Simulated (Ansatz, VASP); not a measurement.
SiC: VASP beside Ansatz

INCAR

```
PREC = Accurate ; ENCUT = 600
EDIFF = 1E-6 ; ISMEAR = -1
SIGMA = 0.1 ; LREAL = False
LASPH = True ; NELM = 120
ALGO = Normal ; ISIF = 2
LWAVE = False ; LCHARG = True
GGA = PE ; LELF = True
LVHAR = True ; NBANDS = 11
GGA_COMPAT = False
```

KPOINTS

```
regular mesh
0
Gamma
  16 16 16
```

The input POSCAR:

```
SiC
1.0
    0.0000000000      1.9297445497      1.9297445497
    1.9297445497      0.0000000000      1.9297445497
    1.9297445497      1.9297445497      0.0000000000
Si C
1 1
Direct
    0.0000000000      0.0000000000      0.0000000000
    0.5000000000      0.5000000000      0.5000000000
```

Input for Ansatz:

```yaml
crystal:
  lattice:
    - [0.0, 1.9297445497, 1.9297445497]
    - [1.9297445497, 0.0, 1.9297445497]
    - [1.9297445497, 1.9297445497, 0.0]
  atoms:
    - { symbol: Si, position: [0.0, 0.0, 0.0] }
    - { symbol: C, position: [0.5, 0.5, 0.5] }
kpoints:
  mp_grid: { grid: [16, 16, 16] }
scf:
  occupations: { method: fermi_dirac, width: 0.1 }
hamiltonian:
  xc: pbe
  pseudopotentials: { kind: paw }
output:
  forces: true
  stress: true
  eigenvalues: true
```

Change from the starting cell: volume scaled by 0.86, to set the pressure.

Alike in both runs: task single point; functional PBE; k mesh 16 × 16 × 16; occupations fermi-dirac, width 0.1 eV; no spin polarisation.

|  | VASP | Ansatz |
| --- | --- | --- |
| version | VASP 6.6.1 | Ansatz 0.2.0 |
| potentials or method | VASP PAW PBE potentials, release 64 (Si, C) | PAW with Ansatz's default frozen-core files, scalar-relativistic |
| plane-wave cutoff (eV) | 600 | 420 |
| valence electrons in the cell | 8 | 8 |

|  | VASP | Ansatz | Ansatz less VASP |
| --- | --- | --- | --- |
| pressure (GPa) | 51.0 | 51.3 | +0.21 |

Both programs put the cell under a high pressure, so it lies far from rest at this level. With one functional, cell and mesh, what is left measures potentials, basis and numerics.
